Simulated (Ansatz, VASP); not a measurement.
# One calculation of ReS, two programs

INCAR

```
  PREC = Accurate
  ENCUT = 560
  EDIFF = 1E-6
  ISMEAR = 0
  SIGMA = 0.05
  LREAL = False
  LASPH = True
  NELM = 200
  ALGO = Normal
  ISIF = 2
  LWAVE = False
  LCHARG = False
  ISPIN = 2
  MAGMOM = 2 -2 0 0
  LORBIT = 11
  LMAXMIX = 4
  GGA = PE
  NBANDS = 33
  GGA_COMPAT = False
```

KPOINTS

```
Automatic mesh
0
Gamma
  12 12 6
```

POSCAR

```
ReS
1.0
    0.0000000000      2.6183291373      2.6183291373
    5.2366582746      2.6183291373      2.6183291373
    5.2366582746      5.2366582746      0.0000000000
Re S
2 2
Direct
    0.0000000000      0.0000000000      0.0000000000
    0.0000000000      0.0000000000      0.5000000000
    0.2500000000      0.2500000000      0.0000000000
    0.2500000000      0.2500000000      0.5000000000
```

Input for Ansatz:

```yaml
crystal:
  lattice:
    - [0.0, 2.6183291373, 2.6183291373]
    - [5.2366582746, 2.6183291373, 2.6183291373]
    - [5.2366582746, 5.2366582746, 0.0]
  atoms:
    - { symbol: Re, position: [0.0, 0.0, 0.0], spin: 2.0 }
    - { symbol: S, position: [0.25, 0.25, 0.0] }
    - { symbol: Re, position: [0.0, 0.0, 0.5], spin: -2.0 }
    - { symbol: S, position: [0.25, 0.25, 0.5] }
basis:
  ecutwfc: 420
  ecutrho_ratio: 4
kpoints:
  mp_grid: { grid: [12, 12, 6] }
hamiltonian:
  xc: pbe
scf:
  occupations: { method: gaussian, width: 0.05 }
output:
  forces: true
  stress: true
  eigenvalues: true
  populations: true
magnetization:
  spin_polarized: true
```

Alike in both runs: task single point; functional PBE; k mesh 12 × 12 × 6; occupations gaussian, width 0.05 eV; collinear spin.

|  | VASP | Ansatz |
| --- | --- | --- |
| version | VASP 6.6.1 | Ansatz 0.2.0 |
| potentials or method | VASP PAW PBE potentials, release 64 (Re_sv_GW, S), cutoff 560 eV | scalar-relativistic, plane waves, PAW |
| valence electrons in the cell | 42 | 42 |

VASP gave:

```
gap on the k mesh at the Fermi level (eV) : none
pressure (GPa)                            : -0.7
net moment per atom (μB)                  : 0.00
```

Which values does Ansatz return?

gap on the k mesh at the Fermi level (eV): none; pressure (GPa): 0.0; net moment per atom (μB): 0.00.

A gap of «none» marks a metal or a gap that the smearing closes. Ansatz's warnings: seeded moment not kept.

Neither program's run includes spin-orbit coupling.
